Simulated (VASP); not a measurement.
# Ti4Pd11 (a cell with a defect) in VASP: relaxation of the atoms with r2SCAN

Aim: the relaxation of the atoms of Ti4Pd11 (a cell with a defect) with r2SCAN.

Everything below comes from runs of VASP 6.6.1. Logs are shortened: lines on timing, memory, paths and dates and some standing lists are left out, and cuts for length are marked.

### 1 The cell of the first run

The cell holds a defect, 15 atoms: a = 7.640 Å, b = 7.640 Å, c = 3.820 Å, α = 90.00°, β = 90.00°, γ = 90.00°.

### 2 Relaxation of the atoms, r2SCAN

POSCAR reads:

```
Ti4Pd11
1.0
    7.6400000000      0.0000000000      0.0000000000
    0.0000000000      7.6400000000      0.0000000000
    0.0000000000      0.0000000000      3.8200000000
Ti Pd
4 11
Direct
    0.0000000000      0.0000000000      0.0000000000
    0.0000000000      0.5000000000      0.0000000000
    0.5000000000      0.0000000000      0.0000000000
    0.5000000000      0.5000000000      0.0000000000
    0.2500000000      0.0000000000      0.5000000000
    0.2500000000      0.2500000000      0.0000000000
    0.0000000000      0.7500000000      0.5000000000
    0.2500000000      0.5000000000      0.5000000000
    0.2500000000      0.7500000000      0.0000000000
    0.5000000000      0.2500000000      0.5000000000
    0.7500000000      0.0000000000      0.5000000000
    0.7500000000      0.2500000000      0.0000000000
    0.5000000000      0.7500000000      0.5000000000
    0.7500000000      0.5000000000      0.5000000000
    0.7500000000      0.7500000000      0.0000000000
```

INCAR.step1 reads:

```
PREC = Accurate ; ENCUT = 500
ISMEAR = 1 ; SIGMA = 0.1
LREAL = False ; LASPH = True
NELM = 120 ; GGA = PE
ALGO = Normal ; EDIFF = 1E-5
LWAVE = True ; LCHARG = False
GGA_COMPAT = False ; IBRION = 2
EDIFFG = -0.01 ; NELMIN = 4
NSW = 100 ; KPAR = 4
```

INCAR.step2 reads:

```
PREC = Accurate ; ENCUT = 500
EDIFF = 1E-7 ; ISMEAR = 1
SIGMA = 0.1 ; LREAL = False
LASPH = True ; NELM = 120
ALGO = Normal ; ISIF = 2
LWAVE = False ; LCHARG = False
METAGGA = R2SCAN ; LMIXTAU = True
IBRION = 2 ; NSW = 45
EDIFFG = -0.05 ; ISTART = 1
GGA_COMPAT = False ; NELMIN = 4
KPAR = 4
```

KPOINTS reads:

```
Automatic mesh
0
Gamma
  2 2 3
```

Potentials or basis: VASP PAW PBE potentials, release 64 (Ti_sv, Pd).

The run is started by

```console
cat potpaw_PBE.64/Ti_sv/POTCAR potpaw_PBE.64/Pd/POTCAR > POTCAR
cp INCAR.step1 INCAR
mpirun -np 4 vasp_std > vasp.out
cp INCAR.step2 INCAR
mpirun -np 4 vasp_std > vasp.out
```

OUTCAR:

```text
PREC = Accurate
   ENCUT = 500
   EDIFF = 1E-7
   ISMEAR = 1
   LREAL = False
   LASPH = True
   NELM = 120
   ISIF = 2
   METAGGA = R2SCAN
   IBRION = 2
   NSW = 45
   EDIFFG = -0.05
   ISTART = 1
   NELMIN = 4

 ion  position               nearest neighbor table
   1  0.000  0.000  0.000-   5 2.70   6 2.70   7 2.70   9 2.70  11 2.70  12 2.70  15 2.70   5 2.70
                             7 2.70  11 2.70
   2  0.000  0.500  0.000-   6 2.70   7 2.70   8 2.70   9 2.70  12 2.70  14 2.70  15 2.70   7 2.70
                             8 2.70  14 2.70
   3  0.500  0.000  0.000-   5 2.70   6 2.70   9 2.70  10 2.70  11 2.70  12 2.70  13 2.70  15 2.70
                             5 2.70  10 2.70  11 2.70  13 2.70
   4  0.500  0.500  0.000-   6 2.70   8 2.70   9 2.70  10 2.70  12 2.70  13 2.70  14 2.70  15 2.70
                             8 2.70  10 2.70  13 2.70  14 2.70
   5  0.250  0.000  0.500-   1 2.70   3 2.70   6 2.70   7 2.70   9 2.70  10 2.70  13 2.70   1 2.70
                             3 2.70   6 2.70   9 2.70
   6  0.250  0.250  0.000-   1 2.70   2 2.70   3 2.70   4 2.70   5 2.70   8 2.70  10 2.70   5 2.70
                             8 2.70  10 2.70
   7  0.000  0.750  0.500-   1 2.70   2 2.70   5 2.70   8 2.70   9 2.70  11 2.70  14 2.70  15 2.70
                             1 2.70   2 2.70   9 2.70  15 2.70
   8  0.250  0.500  0.500-   2 2.70   4 2.70   6 2.70   7 2.70   9 2.70  10 2.70  13 2.70   2 2.70
                             4 2.70   6 2.70   9 2.70
   9  0.250  0.750  0.000-   1 2.70   2 2.70   3 2.70   4 2.70   5 2.70   7 2.70   8 2.70  13 2.70
                             5 2.70   7 2.70   8 2.70  13 2.70
  10  0.500  0.250  0.500-   3 2.70   4 2.70   5 2.70   6 2.70   8 2.70  11 2.70  12 2.70  14 2.70
                             3 2.70   4 2.70   6 2.70  12 2.70
  11  0.750  0.000  0.500-   1 2.70   3 2.70   7 2.70  10 2.70  12 2.70  13 2.70  15 2.70   1 2.70
                             3 2.70  12 2.70  15 2.70
  12  0.750  0.250  0.000-   1 2.70   2 2.70   3 2.70   4 2.70  10 2.70  11 2.70  14 2.70  10 2.70
                            11 2.70  14 2.70
  13  0.500  0.750  0.500-   3 2.70   4 2.70   5 2.70   8 2.70   9 2.70  11 2.70  14 2.70  15 2.70
                             3 2.70   4 2.70   9 2.70  15 2.70
  14  0.750  0.500  0.500-   2 2.70   4 2.70   7 2.70  10 2.70  12 2.70  13 2.70  15 2.70   2 2.70
                             4 2.70  12 2.70  15 2.70
  15  0.750  0.750  0.000-   1 2.70   2 2.70   3 2.70   4 2.70   7 2.70  11 2.70  13 2.70  14 2.70
                             7 2.70  11 2.70  13 2.70  14 2.70

  LATTYP: Found a simple tetragonal cell.
 ALAT       =     7.6400000000
 C/A-ratio  =     0.5000000000

  Lattice vectors:

 A1 = (   7.6400000000,   0.0000000000,   0.0000000000)
 A2 = (   0.0000000000,   7.6400000000,   0.0000000000)
 A3 = (   0.0000000000,   0.0000000000,   3.8200000000)

Analysis of symmetry for initial positions (statically):
=====================================================================
 Subroutine PRICEL returns:
 Original cell was already a primitive cell.

 Routine SETGRP: Setting up the symmetry group for a
 simple tetragonal supercell.

 Subroutine GETGRP returns: Found  8 space group operations
 (whereof  4 operations were pure point group operations)
 out of a pool of 16 trial point group operations.

The static configuration has the point symmetry C_2v.
 The point group associated with its full space group is D_2h.

Analysis of symmetry for dynamics (positions and initial velocities):
=====================================================================
 Subroutine PRICEL returns:
 Original cell was already a primitive cell.

 Routine SETGRP: Setting up the symmetry group for a
 simple tetragonal supercell.

 Subroutine GETGRP returns: Found  8 space group operations
 (whereof  4 operations were pure point group operations)
 out of a pool of 16 trial point group operations.

The dynamic configuration has the point symmetry C_2v.
 The point group associated with its full space group is D_2h.

 Subroutine INISYM returns: Found  8 space group operations
 (whereof  4 operations are pure point group operations),
 and found     1 'primitive' translations

----------------------------------------------------------------------------------------

                                     Primitive cell

  volume of cell :     222.9719

  direct lattice vectors                    reciprocal lattice vectors
     7.640000000  0.000000000  0.000000000     0.130890052  0.000000000  0.000000000
     0.000000000  7.640000000  0.000000000     0.000000000  0.130890052  0.000000000
[... 52 lines left out ...]
     0.000000000  0.065445026  0.000000000     0.000000000  0.500000000  0.000000000
     0.000000000  0.000000000  0.087260035     0.000000000  0.000000000  0.333333333

  Length of vectors
     0.065445026  0.065445026  0.087260035

  Shift w.r.t. Gamma in fractional coordinates (k-lattice)
     0.000000000  0.000000000  0.000000000

 Subroutine IBZKPT returns following result:
 ===========================================

 Found      8 irreducible k-points:

 Following reciprocal coordinates:
            Coordinates               Weight
  0.000000  0.000000  0.000000      1.000000
  0.500000  0.000000  0.000000      1.000000
  0.000000  0.500000  0.000000      1.000000
  0.500000  0.500000  0.000000      1.000000
  0.000000  0.000000  0.333333      2.000000
  0.500000  0.000000  0.333333      2.000000
  0.000000  0.500000  0.333333      2.000000
  0.500000  0.500000  0.333333      2.000000
   k-points           NKPTS =      8   k-points in BZ     NKDIM =      8   number of bands    NBANDS=     94
   number of dos      NEDOS =    301   number of ions     NIONS =     15
   total plane-waves  NPLWV =  87808
   dimension x,y,z NGX =    56 NGY =   56 NGZ =   28
   dimension x,y,z NGXF=   112 NGYF=  112 NGZF=   56
   ions per type =               4  11
   NGX,Y,Z   is equivalent  to a cutoff of  12.19, 12.19, 12.19 a.u.
   NGXF,Y,Z  is equivalent  to a cutoff of  24.37, 24.37, 24.37 a.u.
 SYSTEM =  unknown system
   PREC   = accura    normal or accurate (medium, high low for compatibility)
   ISTART =      1    job   : 0-new  1-cont  2-samecut
   ICHARG =      0    charge: 1-file 2-atom 10-const
   ISPIN  =      1    spin polarized calculation?
   LNONCOLLINEAR =      F non collinear calculations
   LSORBIT =      F    spin-orbit coupling
   LASPH  =      T    aspherical Exc in radial PAW
   ENCUT  =  500.0 eV  36.75 Ry    6.06 a.u.  13.93 13.93  6.96*2*pi/ulx,y,z
   NELM   =    120;   NELMIN=  4; NELMDL=  0     # of ELM steps
   EDIFF  = 0.1E-06   stopping-criterion for ELM
   LREAL  =      F    real-space projection
   EDIFFG = -.5E-01   stopping-criterion for IOM
   NSW    =     45    number of steps for IOM
   IBRION =      2    ionic relax: 0-MD 1-quasi-New 2-CG
   NFREE  =      1    steps in history (QN), initial steepest desc. (CG)
   ISIF   =      2    stress and relaxation
   ISYM   =      2    0-nonsym 1-usesym 2-fastsym
   POTIM  = 0.5000    time-step for ionic-motion
   TEBEG  =    0.0;   TEEND  =   0.0 temperature during run
   PSTRESS=    0.0 pullay stress
   NELECT =     158.0000    total number of electrons
   NUPDOWN=      -1.0000    fix difference up-down
   EMIN   =  10.00;   EMAX   =-10.00  energy-range for DOS
   EFERMI =   0.00;   METHOD = LEGACY
   ISMEAR =     1;   SIGMA  =   0.10  broadening in eV -4-tet -1-fermi 0-gaus
   EFERMI_NEDOS =   21; number of points for ismear=-14 and -15
   IALGO  =     38    algorithm
   IMIX   =      4    mixing-type and parameters
     AMIX     =   0.40;   BMIX     =  1.00
     AMIX_MAG =   1.60;   BMIX_MAG =  1.00
  volume/ion in A,a.u.               =      14.86       100.31
  Fermi-wavevector in a.u.,A,eV,Ry     =   1.459522  2.758096 28.983172  2.130203
  Thomas-Fermi vector in A             =   2.576079
   LORBIT       =      0    0 simple, 1 ext, 2 COOP (PROOUT), +10 PAW based schemes
   METAGGA = R2SCAN    functional components
   LHFCALC =     F    Hartree Fock is set to
   AEXX    =    0.0000 exact exchange contribution
   IVDW    =     0    specifies the selected vdW correction
   LEPSILON=     F    determine dielectric tensor
   LRPA    =     F    only Hartree local field effects (RPA)
 conjugate gradient relaxation of ions
 non-spin polarized calculation
 Methfessel and Paxton  Order N= 1 SIGMA  =   0.10
  energy-cutoff  :      500.00
  volume of cell :      222.97
 maximum number of plane-waves:      5692
 NGX is ok and might be reduce to    56
   NGX = 27   NGY = 27   NGZ = 13

--------------------------------------- Ionic step        1  -------------------------------------------

 number of electron     158.0000119 magnetization

 Free energy of the ion-electron system (eV)
  ---------------------------------------------------
  ext. energy  EPLUGINS =         0.00000000
  ---------------------------------------------------
  free energy    TOTEN  =      -312.12421371 eV

  energy without entropy =     -312.13031538  energy(sigma->0) =     -312.12624760

------------------------ aborting loop because EDIFF is reached ----------------------------------------

  FORCE on cell =-STRESS in cart. coord.  units (eV):
  Direction    XX          YY          ZZ          XY          YZ          ZX
  --------------------------------------------------------------------------------------
  -------------------------------------------------------------------------------------
  Total        9.0610149     11.9387203     15.4536376      0.0000000      0.0000000      0.0000000
  in kB       65.1084487     85.7863681    111.0430100      0.0000000      0.0000000      0.0000000
  external PRESSURE =      87.3126089 kB  Pullay stress =       0.0000000 kB
[... 281 lines left out ...]
--------------------------------------- Ionic step        7  -------------------------------------------

 number of electron     158.0000087 magnetization

 Free energy of the ion-electron system (eV)
  ---------------------------------------------------
  ext. energy  EPLUGINS =         0.00000000
  ---------------------------------------------------
  free energy    TOTEN  =      -312.42351570 eV

  energy without entropy =     -312.42879032  energy(sigma->0) =     -312.42527390

 E-fermi :  10.6744     XC(G=0): -13.9032

 val. band max:       10.6517739351   @ k =   0.0000   0.0000   0.0000
 cond. band min:      10.6821408812   @ k =   0.0000   0.0000   0.0000
 fundamental gap:      0.0303669461
 Fermi energy:        10.6743713824

 k-point     1 :       0.0000    0.0000    0.0000
  band No.  band energies     occupation
      1     -49.8777      2.00000
      2     -49.8761      2.00000
      3     -49.8233      2.00000
      4     -49.8221      2.00000
      5     -25.0800      2.00000
      6     -25.0730      2.00000
[... 741 lines left out ...]
     90      11.5690     -0.00000
     91      11.5971     -0.00000
 [bands above 91 left out]

------------------------ aborting loop because EDIFF is reached ----------------------------------------

  FORCE on cell =-STRESS in cart. coord.  units (eV):
  Direction    XX          YY          ZZ          XY          YZ          ZX
  --------------------------------------------------------------------------------------
  -------------------------------------------------------------------------------------
  Total        6.4810740     10.0257635     12.8848308      0.0000000      0.0000000      0.0000000
  in kB       46.5701338     72.0407056     92.5846994      0.0000000      0.0000000      0.0000000
  external PRESSURE =      70.3985129 kB  Pullay stress =       0.0000000 kB
[... 30 lines left out ...]
  FREE ENERGIE OF THE ION-ELECTRON SYSTEM (eV)
  ---------------------------------------------------
  free  energy   TOTEN  =      -312.4235156960 eV

  energy  without entropy=     -312.4287903204  energy(sigma->0) =     -312.42527390

 reached required accuracy - stopping structural energy minimisation
```

It took 13 min on 4 MPI ranks of Intel Xeon 6975P-C (Granite Rapids), shared host; peak memory 0.4 GiB.

What came out:

* Free energy: -312.4235 eV
* Energy gained by relaxing: 20.0 meV/atom
* Ionic steps: 7
* Pressure after relaxing: 7.0 GPa
* Largest force after relaxing: 0.042 eV/Å
* Band gap on the k mesh: zero (bands 79 and 80 overlap by 0.29 eV)

Forces on the atoms (eV/Å):
```
Ti   0.000 -0.025  0.000
Ti   0.000  0.025  0.000
Ti   0.000  0.030  0.000
Ti   0.000 -0.030  0.000
Pd   0.018  0.007  0.000
Pd  -0.042  0.000  0.000
Pd   0.000  0.000  0.000
Pd   0.018 -0.007  0.000
Pd  -0.002  0.000  0.000
Pd   0.000  0.000  0.000
Pd  -0.018  0.007  0.000
Pd   0.042  0.000  0.000
Pd   0.000  0.000  0.000
Pd  -0.018 -0.007  0.000
Pd   0.002  0.000  0.000
```

Stress tensor (GPa, compression positive):
```
4.66 0.00 0.00
0.00 7.20 0.00
0.00 0.00 9.26
```

The path:
| step | energy change (eV) | largest force (eV/Å) | pressure (GPa) |
| --- | --- | --- | --- |
| 1 | 0.0000 | 1.0072 | 8.73 |
| 2 | -0.1976 | 0.6346 | 7.77 |
| 3 | -0.2908 | 0.1727 | 7.00 |
| 4 | -0.2908 | 0.1703 | 7.02 |
| 5 | -0.2978 | 0.0820 | 7.03 |
| 6 | -0.2984 | 0.0595 | 7.04 |
| 7 | -0.2993 | 0.0421 | 7.04 |

Final structure:
```
Ti Pd
1.0
     7.64000    0.00000    0.00000
     0.00000    7.64000    0.00000
     0.00000    0.00000    3.82000
Ti Pd
4 11
Direct
  0.00000 0.00766 0.00000
  0.00000 0.49234 0.00000
  0.50000 0.99760 0.00000
  0.50000 0.50240 0.00000
  0.24114 0.00627 0.50000
  0.23306 0.25000 0.00000
  0.00000 0.75000 0.50000
  0.24114 0.49373 0.50000
  0.24993 0.75000 0.00000
  0.50000 0.25000 0.50000
  0.75886 0.00627 0.50000
  0.76694 0.25000 0.00000
  0.50000 0.75000 0.50000
  0.75886 0.49373 0.50000
  0.75007 0.75000 0.00000
```

Caveat: the k points lie up to 0.55 Å⁻¹ apart; the PAW data sets were made with another functional, which shifts forces and pressure a little; the relaxation stopped at a loose force limit of 0.05 eV/Å, so its end isn't a converged minimum.
